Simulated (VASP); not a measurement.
# Ca3Zr2N (P-4m2) in VASP: notebook, part 3 of 3

VASP 6.6.1.

### 4 Relaxation of cell and atoms, PBE

This run uses another cell than the first one, of 17.35 Å³/atom.

INCAR

```
SYSTEM = Ca3Zr2N
PREC = Accurate ; ENCUT = 600
EDIFF = 1E-6 ; ISMEAR = 0
SIGMA = 0.1 ; LREAL = .False.
LASPH = .True. ; NELM = 100
ALGO = Normal ; ISIF = 3
LWAVE = .False. ; LCHARG = .False.
GGA = PE ; IBRION = 2
NSW = 90 ; EDIFFG = -0.04
```

KPOINTS

```
Automatic mesh
0
Gamma
  6 6 2
  0 0 0
```

POSCAR

```
Ca3Zr2N
1.0
    3.6056288000      0.0000000000      0.0000000000
    0.0000000000      3.6056288000      0.0000000000
    0.0000000000      0.0000000000      8.0095789700
Ca Zr N
3 2 1
Direct
    0.5000000000      0.0000000000      0.3835413500
    0.0000000000      0.5000000000      0.6164586500
    0.0000000000      0.0000000000      0.0000000000
    0.5000000000      0.0000000000      0.7398749000
    0.0000000000      0.5000000000      0.2601251000
    0.5000000000      0.5000000000      0.0000000000
```

Potentials or basis: VASP PAW PBE potentials, release 64 (Ca_sv, Zr_sv, N).

The run is started by

```bash
cat potpaw_PBE.64/Ca_sv/POTCAR potpaw_PBE.64/Zr_sv/POTCAR potpaw_PBE.64/N/POTCAR > POTCAR
mpirun -np 1 vasp_std > vasp.out
```

OUTCAR:

```text
SYSTEM = Ca3Zr2N
   PREC = Accurate
   ENCUT = 600
   EDIFF = 1E-6
   ISMEAR = 0
   LREAL = .False.
   LASPH = .True.
   NELM = 100
   ISIF = 3
   GGA = PE
   IBRION = 2
   NSW = 90
   EDIFFG = -0.04

 ion  position               nearest neighbor table
   1  0.500  0.000  0.384-   5 2.73   5 2.73   5 2.73   5 2.73   4 2.85   2 3.16   2 3.16   2 3.16
                             2 3.16
   2  0.000  0.500  0.616-   4 2.73   4 2.73   4 2.73   4 2.73   5 2.85   1 3.16   1 3.16   1 3.16
                             1 3.16
   3  0.000  0.000  0.000-   4 2.76   5 2.76   5 2.76   4 2.76
   4  0.500  0.000  0.740-   2 2.73   2 2.73   2 2.73   2 2.73   6 2.76   6 2.76   3 2.76   3 2.76
                             1 2.85
   5  0.000  0.500  0.260-   1 2.73   1 2.73   1 2.73   1 2.73   3 2.76   6 2.76   6 2.76   3 2.76
                             2 2.85
   6  0.500  0.500  0.000-   4 2.76   5 2.76   4 2.76   5 2.76

  LATTYP: Found a simple tetragonal cell.
 ALAT       =     3.6056288000
 C/A-ratio  =     2.2214097497

  Lattice vectors:

 A1 = (   3.6056288000,   0.0000000000,   0.0000000000)
 A2 = (   0.0000000000,   3.6056288000,   0.0000000000)
 A3 = (   0.0000000000,   0.0000000000,   8.0095789700)

Analysis of symmetry for initial positions (statically):
=====================================================================
 Subroutine PRICEL returns:
 Original cell was already a primitive cell.

 Routine SETGRP: Setting up the symmetry group for a
 simple tetragonal supercell.

 Subroutine GETGRP returns: Found  8 space group operations
 (whereof  8 operations were pure point group operations)
 out of a pool of 16 trial point group operations.

The static configuration has the point symmetry D_2d.

Analysis of symmetry for dynamics (positions and initial velocities):
=====================================================================
 Subroutine PRICEL returns:
 Original cell was already a primitive cell.

 Routine SETGRP: Setting up the symmetry group for a
 simple tetragonal supercell.

 Subroutine GETGRP returns: Found  8 space group operations
 (whereof  8 operations were pure point group operations)
 out of a pool of 16 trial point group operations.

The dynamic configuration has the point symmetry D_2d.

 Subroutine INISYM returns: Found  8 space group operations
 (whereof  8 operations are pure point group operations),
 and found     1 'primitive' translations

----------------------------------------------------------------------------------------

                                     Primitive cell

  volume of cell :     104.1290

  direct lattice vectors                    reciprocal lattice vectors
     3.605628800  0.000000000  0.000000000     0.277344135  0.000000000  0.000000000
     0.000000000  3.605628800  0.000000000     0.000000000  0.277344135  0.000000000
     0.000000000  0.000000000  8.009578970     0.000000000  0.000000000  0.124850508

  length of vectors
     3.605628800  3.605628800  8.009578970     0.277344135  0.277344135  0.124850508

  position of ions in fractional coordinates (direct lattice)
     0.500000000  0.000000000  0.383541350
     0.000000000  0.500000000  0.616458650
     0.000000000  0.000000000  0.000000000
     0.500000000  0.000000000  0.739874900
     0.000000000  0.500000000  0.260125100
     0.500000000  0.500000000  0.000000000

  ion indices of the primitive-cell ions
   primitive index   ion index
                 1           1
                 2           2
                 3           3
                 4           4
                 5           5
                 6           6

----------------------------------------------------------------------------------------
[... 30 lines left out ...]
  0.500000  0.000000  0.000000      2.000000
  0.166667  0.166667  0.000000      4.000000
  0.333333  0.166667  0.000000      8.000000
[... 12 lines left out ...]
  0.500000  0.333333  0.500000      4.000000
  0.500000  0.500000  0.500000      1.000000
   k-points           NKPTS =     20   k-points in BZ     NKDIM =     20   number of bands    NBANDS=     35
   number of dos      NEDOS =    301   number of ions     NIONS =      6
   total plane-waves  NPLWV =  57600
   dimension x,y,z NGX =    30 NGY =   30 NGZ =   64
   dimension x,y,z NGXF=    60 NGYF=   60 NGZF=  128
   ions per type =               3   2   1
   NGX,Y,Z   is equivalent  to a cutoff of  13.83, 13.83, 13.28 a.u.
   NGXF,Y,Z  is equivalent  to a cutoff of  27.66, 27.66, 26.57 a.u.
 SYSTEM =  Ca3Zr2N
   PREC   = accura    normal or accurate (medium, high low for compatibility)
   ISTART =      0    job   : 0-new  1-cont  2-samecut
   ICHARG =      2    charge: 1-file 2-atom 10-const
   ISPIN  =      1    spin polarized calculation?
   LNONCOLLINEAR =      F non collinear calculations
   LSORBIT =      F    spin-orbit coupling
   LASPH  =      T    aspherical Exc in radial PAW
   ENCUT  =  600.0 eV  44.10 Ry    6.64 a.u.   7.20  7.20 16.00*2*pi/ulx,y,z
   NELM   =    100;   NELMIN=  2; NELMDL= -5     # of ELM steps
   EDIFF  = 0.1E-05   stopping-criterion for ELM
   LREAL  =      F    real-space projection
   EDIFFG = -.4E-01   stopping-criterion for IOM
   NSW    =     90    number of steps for IOM
   IBRION =      2    ionic relax: 0-MD 1-quasi-New 2-CG
   NFREE  =      1    steps in history (QN), initial steepest desc. (CG)
   ISIF   =      3    stress and relaxation
   ISYM   =      2    0-nonsym 1-usesym 2-fastsym
   POTIM  = 0.5000    time-step for ionic-motion
   TEBEG  =    0.0;   TEEND  =   0.0 temperature during run
   PSTRESS=    0.0 pullay stress
   NELECT =      59.0000    total number of electrons
   NUPDOWN=      -1.0000    fix difference up-down
   EMIN   =  10.00;   EMAX   =-10.00  energy-range for DOS
   EFERMI =   0.00;   METHOD = LEGACY
   ISMEAR =     0;   SIGMA  =   0.10  broadening in eV -4-tet -1-fermi 0-gaus
   EFERMI_NEDOS =   21; number of points for ismear=-14 and -15
   IALGO  =     38    algorithm
   IMIX   =      4    mixing-type and parameters
     AMIX     =   0.40;   BMIX     =  1.00
     AMIX_MAG =   1.60;   BMIX_MAG =  1.00
  volume/ion in A,a.u.               =      17.35       117.12
  Fermi-wavevector in a.u.,A,eV,Ry     =   1.354674  2.559963 24.968633  1.835143
  Thomas-Fermi vector in A             =   2.481826
   LORBIT       =      0    0 simple, 1 ext, 2 COOP (PROOUT), +10 PAW based schemes
   GGA     = PE    functional components
   LHFCALC =     F    Hartree Fock is set to
   AEXX    =    0.0000 exact exchange contribution
   IVDW    =     0    specifies the selected vdW correction
   LEPSILON=     F    determine dielectric tensor
   LRPA    =     F    only Hartree local field effects (RPA)
 conjugate gradient relaxation of ions
 non-spin polarized calculation
 Gauss-broadening in eV      SIGMA  =   0.10
  energy-cutoff  :      600.00
  volume of cell :      104.13
 maximum number of plane-waves:      3520
 NGX is ok and might be reduce to    30
   NGX = 15   NGY = 15   NGZ = 31

--------------------------------------- Ionic step        1  -------------------------------------------

 number of electron      58.9999994 magnetization

 Free energy of the ion-electron system (eV)
  ---------------------------------------------------
  ext. energy  EPLUGINS =         0.00000000
  ---------------------------------------------------
  free energy    TOTEN  =       -22.89996443 eV

  energy without entropy =      -22.85157644  energy(sigma->0) =      -22.87577044

 E-fermi :   7.5352     XC(G=0): -11.1859

 val. band max:        7.5245974573   @ k =   0.3333   0.0000   0.0000
 cond. band min:       7.5357554420   @ k =   0.1667   0.1667   0.0000
 fundamental gap:      0.0111579847
 Fermi energy:         7.5352150843

 k-point     1 :       0.0000    0.0000    0.0000
  band No.  band energies     occupation
      1     -41.2304      2.00000
      2     -41.2249      2.00000
      3     -32.4049      2.00000
      4     -32.2625      2.00000
      5     -32.0688      2.00000
      6     -19.4984      2.00000
[... 862 lines left out ...]
  FREE ENERGIE OF THE ION-ELECTRON SYSTEM (eV)
  ---------------------------------------------------
  free  energy   TOTEN  =       -25.8373152776 eV

  energy  without entropy=      -25.7930267683  energy(sigma->0) =      -25.81517102

[... ionic steps 4 to 15 ...]

--------------------------------------- Ionic step       16  -------------------------------------------

 number of electron      58.9999997 magnetization

------------------------ aborting loop because EDIFF is reached ----------------------------------------
[... 75 lines left out ...]
--------------------------------------- Ionic step       18  -------------------------------------------

 number of electron      59.0000000 magnetization

 Free energy of the ion-electron system (eV)
  ---------------------------------------------------
  ext. energy  EPLUGINS =         0.00000000
  ---------------------------------------------------
  free energy    TOTEN  =       -28.67219979 eV

  energy without entropy =      -28.61131838  energy(sigma->0) =      -28.64175909

 E-fermi :   4.8945     XC(G=0):  -9.7089

 val. band max:        4.8923631828   @ k =   0.3333   0.1667   0.0000
 cond. band min:       4.8958908386   @ k =   0.5000   0.3333   0.5000
 fundamental gap:      0.0035276559
 Fermi energy:         4.8945315515

 k-point     1 :       0.0000    0.0000    0.0000
  band No.  band energies     occupation
      1     -44.3029      2.00000
      2     -44.3023      2.00000
      3     -36.0249      2.00000
      4     -36.0114      2.00000
      5     -34.3453      2.00000
      6     -22.4793      2.00000
[... 782 lines left out ...]
  FREE ENERGIE OF THE ION-ELECTRON SYSTEM (eV)
  ---------------------------------------------------
  free  energy   TOTEN  =       -28.6721997933 eV

  energy  without entropy=      -28.6113183821  energy(sigma->0) =      -28.64175909

 reached required accuracy - stopping structural energy minimisation
```

Wall time 26 min (1 thread of Oxide Virtual Turin-like, shared host); peak memory 0.26 GiB.

What came out:

```
Free energy                           : -28.6722 eV
Relaxed volume                        : 24.09 Å³/atom
Relaxed cell                          : a = 3.408 Å, b = 3.408 Å, c = 12.443 Å, α = 90.00°, β = 90.00°, γ = 90.00°
Space group after relaxing (to 0.1 Å) : P-4m2 (No. 115)
Energy gained by relaxing             : 962.0 meV/atom
Ionic steps                           : 18
Pressure after relaxing               : 0.1 GPa
Largest force after relaxing          : 0.039 eV/Å
Band gap on the k mesh                : zero (an odd number of electrons rules out a gap without spin polarisation)
```

Forces in eV/Å, atoms in the order of the input:
```
Ca   0.000  0.000 -0.039
Ca   0.000  0.000  0.039
Ca   0.000  0.000  0.000
Zr   0.000  0.000 -0.013
Zr   0.000  0.000  0.013
N    0.000  0.000  0.000
```

Stress tensor (GPa, compression positive):
```
0.01 0.00 0.00
0.00 0.01 0.00
0.00 0.00 0.14
```

Step by step:
| step | energy change (eV) | largest force (eV/Å) | pressure (GPa) | volume (Å³) |
| --- | --- | --- | --- | --- |
| 1 | 0.0000 | 2.2088 | 22.61 | 104.13 |
| 2 | -2.9049 | 1.4375 | 0.37 | 145.54 |
| 3 | -2.9374 | 1.3089 | -1.36 | 152.22 |
| 4 | -3.4785 | 1.2517 | -1.91 | 152.98 |
| 5 | -4.8650 | 0.4285 | -3.35 | 153.00 |
| 6 | -4.4306 | 2.5159 | 2.27 | 144.17 |
| 7 | -5.1833 | 1.5298 | -2.85 | 150.56 |
| 8 | -5.3950 | 1.2255 | 3.75 | 135.78 |
| 9 | -5.4574 | 1.3452 | 1.37 | 140.12 |
| 10 | -5.6947 | 0.5917 | -0.03 | 143.92 |
| 11 | -5.7368 | 0.2290 | -0.65 | 146.23 |
| 12 | -5.7376 | 0.1859 | -0.72 | 146.54 |
| 13 | -5.7622 | 0.1523 | 0.62 | 143.00 |
| 14 | -5.7624 | 0.1532 | 0.52 | 143.25 |
| 15 | -5.7682 | 0.0736 | -0.18 | 144.97 |
| 16 | -5.7685 | 0.0887 | -0.05 | 144.65 |
| 17 | -5.7704 | 0.0561 | -0.02 | 144.62 |
| 18 | -5.7722 | 0.0395 | 0.05 | 144.56 |

Final structure:
```cif
data_structure
_symmetry_space_group_name_H-M 'P 1'
_symmetry_Int_Tables_number 1
_cell_length_a 3.4085
_cell_length_b 3.4085
_cell_length_c 12.4428
_cell_angle_alpha 90.000
_cell_angle_beta 90.000
_cell_angle_gamma 90.000
_cell_volume 144.56
loop_
_atom_site_label
_atom_site_type_symbol
_atom_site_fract_x
_atom_site_fract_y
_atom_site_fract_z
_atom_site_occupancy
Ca1 Ca 0.50000 0.00000 0.38065 1
Ca2 Ca 0.00000 0.50000 0.61935 1
Ca3 Ca 0.00000 0.00000 0.00000 1
Zr1 Zr 0.50000 0.00000 0.81382 1
Zr2 Zr 0.00000 0.50000 0.18618 1
N1 N 0.50000 0.50000 0.00000 1
```

Caveat: the k points lie up to 0.31 Å⁻¹ apart in the final cell, too coarse for converged energies and pressures of a metal; the volume moved by over 15 % at a fixed basis, so the end points are rough.

### 5 Summary

```tsv
task	cell	cutoff (eV)	gap on the mesh (eV)	pressure (GPa)	largest force (eV/Å)
single point	a = 3.383, b = 3.383, c = 13.076 Å, 6 atoms, atomic positions A	520	none	0.1	0.01
single point	a = 3.606, b = 3.606, c = 8.010 Å, 6 atoms, atomic positions B	520	none	22.6	2.21
relaxation of cell and atoms	relaxed from a = 3.606, b = 3.606, c = 8.010 Å, 6 atoms, atomic positions B	600	none	0.1	0.04
```

Alike in all rows: level PBE; potentials or basis VASP PAW PBE potentials, release 64 (Ca_sv, Zr_sv, N); no spin polarisation; k mesh 6 × 6 × 2; smearing gaussian 0.1 eV.

Caveats: some runs use coarse meshes; forces of over 1 eV/Å act on the atoms, so gaps and moduli don't describe the material at rest (at least some runs); the volume moved by over 15 % at a fixed basis, so the end points are rough (at least some runs).

Absolute energies hang on the potentials; compare differences alone.
